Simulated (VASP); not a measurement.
# C in VASP: single point with PBE

Aim: the single point of C with PBE.

All numbers are computed with VASP 6.6.1; they aren't measurements. Logs are shortened: lines on timing, memory, paths and dates and some standing lists are left out, and cuts for length are marked.

## Step 1: The cell of the first run

The cell holds a slab with vacuum, 2 atoms: a = 2.456 Å, b = 2.456 Å, c = 13.000 Å, α = 90.00°, β = 90.00°, γ = 120.00°.

## Step 2: Single point, PBE

File INCAR:

```
SYSTEM = C
PREC = Accurate
ENCUT = 520
EDIFF = 1E-7
ISMEAR = 0
SIGMA = 0.05
LREAL = .False.
LASPH = .True.
NELM = 100
ALGO = Normal
ISIF = 2
LWAVE = .False.
LCHARG = .True.
GGA = PE
LELF = .True.
LVHAR = .True.
NBANDS = 11
```

File KPOINTS:

```
Automatic mesh
0
Gamma
  30 30 1
  0 0 0
```

File POSCAR:

```
C
1.0
    2.4561701600      0.0000000000      0.0000000000
   -1.2280850800      2.1271057600      0.0000000000
    0.0000000000      0.0000000000     13.0000000000
C
2
Direct
    0.3333333300      0.6666666700      0.5000000000
    0.6666666700      0.3333333300      0.5000000000
```

Potentials or basis: VASP PAW PBE potentials, release 64 (C).

Started as:

```console
$ cat potpaw_PBE.64/C/POTCAR > POTCAR
$ mpirun -np 1 vasp_std > vasp.out
```

OUTCAR:

```text
SYSTEM = C
   PREC = Accurate
   ENCUT = 520
   EDIFF = 1E-7
   ISMEAR = 0
   LREAL = .False.
   LASPH = .True.
   NELM = 100
   ISIF = 2
   GGA = PE

 ion  position               nearest neighbor table
   1  0.333  0.667  0.500-   2 1.42   2 1.42   2 1.42
   2  0.667  0.333  0.500-   1 1.42   1 1.42   1 1.42

  LATTYP: Found a hexagonal cell.
 ALAT       =     2.4561701600
 C/A-ratio  =     5.2927929065

  Lattice vectors:

 A1 = (   2.4561701600,   0.0000000000,   0.0000000000)
 A2 = (  -1.2280850800,   2.1271057600,   0.0000000000)
 A3 = (   0.0000000000,   0.0000000000,  13.0000000000)

Analysis of symmetry for initial positions (statically):
=====================================================================
 Subroutine PRICEL returns:
 Original cell was already a primitive cell.

 Routine SETGRP: Setting up the symmetry group for a
 hexagonal supercell.

 Subroutine GETGRP returns: Found 24 space group operations
 (whereof 24 operations were pure point group operations)
 out of a pool of 24 trial point group operations.

The static configuration has the point symmetry D_6h.

Analysis of symmetry for dynamics (positions and initial velocities):
=====================================================================
 Subroutine PRICEL returns:
 Original cell was already a primitive cell.

 Routine SETGRP: Setting up the symmetry group for a
 hexagonal supercell.

 Subroutine GETGRP returns: Found 24 space group operations
 (whereof 24 operations were pure point group operations)
 out of a pool of 24 trial point group operations.

The dynamic configuration has the point symmetry D_6h.

 Subroutine INISYM returns: Found 24 space group operations
 (whereof 24 operations are pure point group operations),
 and found     1 'primitive' translations

----------------------------------------------------------------------------------------

                                     Primitive cell

  volume of cell :      67.9189

  direct lattice vectors                    reciprocal lattice vectors
     2.456170160  0.000000000  0.000000000     0.407137916  0.235061185  0.000000000
    -1.228085080  2.127105760  0.000000000     0.000000000  0.470122369  0.000000000
     0.000000000  0.000000000 13.000000000     0.000000000  0.000000000  0.076923077

  length of vectors
     2.456170160  2.456170165 13.000000000     0.470122370  0.470122369  0.076923077
[... 81 lines left out ...]
   EDIFF  = 0.1E-06   stopping-criterion for ELM
   LREAL  =      F    real-space projection
   EDIFFG = 0.1E-05   stopping-criterion for IOM
   NSW    =      0    number of steps for IOM
   IBRION =     -1    ionic relax: 0-MD 1-quasi-New 2-CG
   NFREE  =      0    steps in history (QN), initial steepest desc. (CG)
   ISIF   =      2    stress and relaxation
   ISYM   =      2    0-nonsym 1-usesym 2-fastsym
   POTIM  = 0.5000    time-step for ionic-motion
   TEBEG  =    0.0;   TEEND  =   0.0 temperature during run
   PSTRESS=    0.0 pullay stress
   NELECT =       8.0000    total number of electrons
   NUPDOWN=      -1.0000    fix difference up-down
   EMIN   =  10.00;   EMAX   =-10.00  energy-range for DOS
   EFERMI =   0.00;   METHOD = LEGACY
   ISMEAR =     0;   SIGMA  =   0.05  broadening in eV -4-tet -1-fermi 0-gaus
   EFERMI_NEDOS =   21; number of points for ismear=-14 and -15
   IALGO  =     38    algorithm
   IMIX   =      4    mixing-type and parameters
     AMIX     =   0.40;   BMIX     =  1.00
     AMIX_MAG =   1.60;   BMIX_MAG =  1.00
  volume/ion in A,a.u.               =      33.96       229.17
  Fermi-wavevector in a.u.,A,eV,Ry     =   0.802493  1.516492  8.762082  0.643995
  Thomas-Fermi vector in A             =   1.910181
   LORBIT       =      0    0 simple, 1 ext, 2 COOP (PROOUT), +10 PAW based schemes
   GGA     = PE    functional components
   LHFCALC =     F    Hartree Fock is set to
   AEXX    =    0.0000 exact exchange contribution
   IVDW    =     0    specifies the selected vdW correction
   LEPSILON=     F    determine dielectric tensor
   LRPA    =     F    only Hartree local field effects (RPA)
 non-spin polarized calculation
 Gauss-broadening in eV      SIGMA  =   0.05
  energy-cutoff  :      520.00
  volume of cell :       67.92
 maximum number of plane-waves:      1866
   NGX =  9   NGY =  9   NGZ = 49

 number of electron       7.9999997 magnetization

 Free energy of the ion-electron system (eV)
  ---------------------------------------------------
  ext. energy  EPLUGINS =         0.00000000
  ---------------------------------------------------
  free energy    TOTEN  =       -18.44826150 eV

  energy without entropy =      -18.44813613  energy(sigma->0) =      -18.44819881

 E-fermi :  -1.8898     XC(G=0):  -3.3047

 val. band max:       -1.8897897993   @ k =   0.3333   0.3333   0.0000
 cond. band min:      -1.8897893060   @ k =   0.3333   0.3333   0.0000
 fundamental gap:      0.0000004934
 Fermi energy:        -1.8897895521

 k-point     1 :       0.0000    0.0000    0.0000
  band No.  band energies     occupation
      1     -21.5086      2.00000
      2      -9.5879      2.00000
      3      -4.9312      2.00000
      4      -4.9312      2.00000
      5       1.3019      0.00000
      6       2.3328      0.00000
      7       3.0677      0.00000
      8       5.6617      0.00000
      9       6.4942      0.00000
     10       6.4942      0.00000
     11       6.7178      0.00000
[... 309 lines left out ...]
 k-point    24 :       0.2667    0.0333    0.0000
  band No.  band energies     occupation
      1     -19.5989      2.00000
      2     -10.2279      2.00000
      3      -7.3711      2.00000
      4      -7.3427      2.00000
      5       3.9223      0.00000
      6       4.4066      0.00000
      7       5.0332      0.00000
      8       5.7085      0.00000
      9       6.2521      0.00000
     10       8.2446      0.00000
     11       9.3319      0.00000

 [... further k-points ...]
[... 5 lines left out ...]
  --------------------------------------------------------------------------------------
  -------------------------------------------------------------------------------------
  Total        0.6546358      0.6546358     -0.0108794     -0.0000000      0.0000000      0.0000000
  in kB       15.4425657     15.4425658     -0.2566403     -0.0000000      0.0000000      0.0000000
  external PRESSURE =      10.2094971 kB  Pullay stress =       0.0000000 kB

 VOLUME and BASIS-vectors are now :
 -----------------------------------------------------------------------------
  energy-cutoff  :      520.00
  volume of cell :       67.92
      direct lattice vectors                 reciprocal lattice vectors
     2.456170160  0.000000000  0.000000000     0.407137916  0.235061185  0.000000000
    -1.228085080  2.127105760  0.000000000     0.000000000  0.470122369  0.000000000
     0.000000000  0.000000000 13.000000000     0.000000000  0.000000000  0.076923077

 POSITION                                       TOTAL-FORCE (eV/Angst)
 -----------------------------------------------------------------------------------
     -0.00000      1.41807      6.50000         0.000000      0.000000      0.000000
      1.22809      0.70904      6.50000        -0.000000     -0.000000     -0.000000
 -----------------------------------------------------------------------------------
    total drift:                               -0.000000     -0.000000     -0.000000

  FREE ENERGIE OF THE ION-ELECTRON SYSTEM (eV)
  ---------------------------------------------------
  free  energy   TOTEN  =       -18.4482615020 eV

  energy  without entropy=      -18.4481361265  energy(sigma->0) =      -18.44819881
```

It took 30 s on 1 thread of Intel Xeon 6975P-C (Granite Rapids), shared host; peak memory 0.19 GiB.

What came out:

```
Free energy            : -18.4483 eV
Band gap on the k mesh : zero (filled and empty bands touch)
```
